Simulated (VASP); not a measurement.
Here is a VASP 6.6.1 calculation.

The input POSCAR:

```
SiC
1.0
    3.0760000000      0.0000000000      0.0000000000
   -1.5380000000      2.6638941420      0.0000000000
    0.0000000000      0.0000000000      5.0480000000
Si C
2 2
Direct
    0.6666666667      0.3333333333      0.5000000000
    0.3333333333      0.6666666667      0.0000000000
    0.6666666667      0.3333333333      0.8850000000
    0.3333333333      0.6666666667      0.3850000000
```

Contents of INCAR.step1:

```
SYSTEM = SiC
  PREC = Accurate
  ENCUT = 520
  EDIFF = 1E-5
  ISMEAR = -1
  SIGMA = 0.05
  LREAL = .False.
  LASPH = .True.
  NELM = 100
  ALGO = Normal
  ISIF = 2
  LWAVE = .True.
  GGA = PE
  NBANDS = 16
```

INCAR.step2

```
SYSTEM = SiC
  PREC = Accurate
  ENCUT = 520
  EDIFF = 1E-6
  ISMEAR = -1
  SIGMA = 0.05
  LREAL = .False.
  LASPH = .True.
  NELM = 100
  ALGO = Normal
  ISIF = 2
  LWAVE = .False.
  LCHARG = .True.
  METAGGA = R2SCAN
  LHFCALC = .True.
  AEXX = 0.1
  LMIXTAU = .True.
  PRECFOCK = Normal
  LELF = .True.
  LVHAR = .True.
  ISTART = 1
  NBANDS = 16
```

Contents of KPOINTS:

```
regular mesh
0
Gamma
  6 6 3
  0 0 0
```

Potentials or basis: VASP PAW PBE potentials, release 64 (Si, C).

Command:

```console
$ cat potpaw_PBE.64/Si/POTCAR potpaw_PBE.64/C/POTCAR > POTCAR
$ cp INCAR.step1 INCAR
$ mpirun -np 1 vasp_std > vasp.out
$ cp INCAR.step2 INCAR
$ mpirun -np 1 vasp_std > vasp.out
```

Problem. What does it give for the pressure?

Solution. -1.4 GPa.

Problem. Estimate the largest force.

Solution. 0.773 eV/Å.

Problem. What does it give for the band gap on the k mesh?

Solution. 3.28 eV (least direct gap 5.25 eV).

Stress tensor (GPa, compression positive):
```
-0.03  0.00  0.00
 0.00 -0.03  0.00
 0.00  0.00 -4.15
```

Caveat: the PAW data sets were made with another functional, which shifts forces and pressure a little; an odd mesh through Γ misses points on the zone boundary, where band edges can lie.
